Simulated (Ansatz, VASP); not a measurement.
## K: VASP beside Ansatz

```
K
1.0
    -2.64171    2.64171    2.64171
     2.64171   -2.64171    2.64171
     2.64171    2.64171   -2.64171
K
1
Cartesian
  0.0000 0.0000 0.0000
```

Alike in both runs: task single point; functional PBE; k mesh 9 × 9 × 9; occupations gaussian, width 0.6 eV; no spin polarisation.

```csv
,VASP,Ansatz
version,VASP 6.6.1,Ansatz 0.2.0
potentials or method,"VASP PAW PBE potentials, release 64 (K_sv), cutoff 520 eV","plane waves (420 eV) with PAW, scalar-relativistic"
valence electrons in the cell,9,9
```

```tsv
	VASP	Ansatz	Ansatz less VASP
pressure (GPa)	0.1	0.1	+0.01
```

With one functional, cell and mesh, what is left measures potentials, basis and numerics.
